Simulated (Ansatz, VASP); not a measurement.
## Two plane-wave programs on SiC

The input INCAR:

```
PREC = Accurate
ENCUT = 600
EDIFF = 1E-6
ISMEAR = 0
SIGMA = 0.01
LREAL = F
LASPH = T
NELM = 120
ALGO = Normal
ISIF = 2
LWAVE = F
LCHARG = F
GGA = CA
NBANDS = 11
GGA_COMPAT = F
```

The input KPOINTS:

```
regular mesh
0
Gamma
  10 10 10
```

POSCAR

```
SiC
1.0
    0.0000000000      2.1861290539      2.1489769158
    2.1861290539      0.0000000000      2.1489769158
    2.1861290539      2.1861290539      0.0000000000
Si C
1 1
Direct
    0.0000000000      0.0000000000      0.0000000000
    0.2500000000      0.2500000000      0.2500000000
```

Input for Ansatz:

```yaml
crystal:
  lattice:
    - [0.0, 2.1861290539, 2.1489769158]
    - [2.1861290539, 0.0, 2.1489769158]
    - [2.1861290539, 2.1861290539, 0.0]
  atoms:
    - { symbol: Si, position: [0.0, 0.0, 0.0] }
    - { symbol: C, position: [0.25, 0.25, 0.25] }
basis:
  ecutwfc: 420
kpoints:
  mp_grid: { grid: [10, 10, 10] }
  band_path:
    path:
      - [0.0, 0.0, 0.0]
      - [0.0, 0.0, 0.0]
      - [0.0, 0.0, 0.0]
      - [0.0, 0.0, 0.0]
      - [0.0, 0.0, 0.0]
      - [0.0, 0.0, 0.0]
      - [0.0, 0.0, 0.0]
      - [0.0, 0.0, 0.0]
      - [0.0, 0.0, 0.0]
      - [0.0, 0.0, 0.0]
      - [0.0, 0.0, 0.0]
      - [0.0, 0.0, 0.0]
      - [0.0, 0.0, 0.0]
      - [0.0, 0.0, 0.0]
      - [0.0, 0.0, 0.0]
      - [0.0, 0.0, 0.0]
      - [0.0, 0.0, 0.0]
      - [0.0, 0.0, 0.0]
      - [0.0, 0.0, 0.0]
      - [0.0, 0.0, 0.0]
      - [0.0, 0.0, 0.0]
      - [0.0, 0.0, 0.0]
      - [0.0, 0.0, 0.0]
      - [0.0, 0.0, 0.0]
      - [0.0, 0.0, 0.0]
      - [0.0, 0.0, 0.0]
      - [0.3, 0.3, 0.0]
      - [0.3166666667, 0.3166666667, 0.0]
      - [0.3333333333, 0.3333333333, 0.0]
      - [0.35, 0.35, 0.0]
      - [0.3666666667, 0.3666666667, 0.0]
      - [0.3833333333, 0.3833333333, 0.0]
      - [0.4, 0.4, 0.0]
      - [0.4166666667, 0.4166666667, 0.0]
      - [0.4333333333, 0.4333333333, 0.0]
      - [0.45, 0.45, 0.0]
      - [0.4666666667, 0.4666666667, 0.0]
      - [0.4833333333, 0.4833333333, 0.0]
      - [0.5, 0.5, 0.0]
      - [0.0, 0.3, 0.3]
      - [0.0, 0.3166666667, 0.3166666667]
      - [0.0, 0.3333333333, 0.3333333333]
      - [0.0, 0.35, 0.35]
      - [0.0, 0.3666666667, 0.3666666667]
      - [0.0, 0.3833333333, 0.3833333333]
      - [0.0, 0.4, 0.4]
      - [0.0, 0.4166666667, 0.4166666667]
      - [0.0, 0.4333333333, 0.4333333333]
      - [0.0, 0.45, 0.45]
      - [0.0, 0.4666666667, 0.4666666667]
      - [0.0, 0.4833333333, 0.4833333333]
      - [0.0, 0.5, 0.5]
      - [0.5, 0.5, 0.5]
      - [0.5, 0.5, 0.5]
      - [0.5, 0.5, 0.5]
      - [0.5, 0.5, 0.5]
      - [0.5, 0.5, 0.5]
      - [0.5, 0.5, 0.5]
      - [0.5, 0.5, 0.5]
      - [0.5, 0.5, 0.5]
      - [0.5, 0.5, 0.5]
      - [0.5, 0.5, 0.5]
      - [0.5, 0.5, 0.5]
      - [0.5, 0.5, 0.5]
      - [0.5, 0.5, 0.5]
      - [0.0, 0.0, 0.5]
      - [0.0, 0.0, 0.5]
      - [0.0, 0.0, 0.5]
      - [0.0, 0.0, 0.5]
      - [0.0, 0.0, 0.5]
      - [0.0, 0.0, 0.5]
      - [0.0, 0.0, 0.5]
      - [0.0, 0.0, 0.5]
      - [0.0, 0.0, 0.5]
      - [0.0, 0.0, 0.5]
      - [0.0, 0.0, 0.5]
      - [0.0, 0.0, 0.5]
      - [0.0, 0.0, 0.5]
    npoints: 1
hamiltonian:
  xc: lda
  pseudopotentials: { kind: paw }
scf:
  occupations: { method: fixed }
  n_extra_bands: 5
output:
  eigenvalues: true
```

Alike in both runs: task single point; functional LDA; k mesh 10 × 10 × 10; no spin polarisation.

```csv
,VASP,Ansatz
version,VASP 6.6.1,Ansatz 0.2.0
potentials or method,"VASP PAW LDA potentials, release 64 (Si, C), cutoff 600 eV","scalar-relativistic, plane waves, PAW"
occupations,"gaussian, width 0.01 eV",fixed
valence electrons in the cell,8,8
```

```tsv
	VASP	Ansatz	Ansatz less VASP
gap on the k mesh at the Fermi level (eV)	1.12	1.13	+0.012
least direct gap on the mesh (eV)	4.48	4.50	+0.012
```

LDA's correlation is that of Perdew and Zunger in VASP and of Perdew and Wang (1992) in Ansatz.
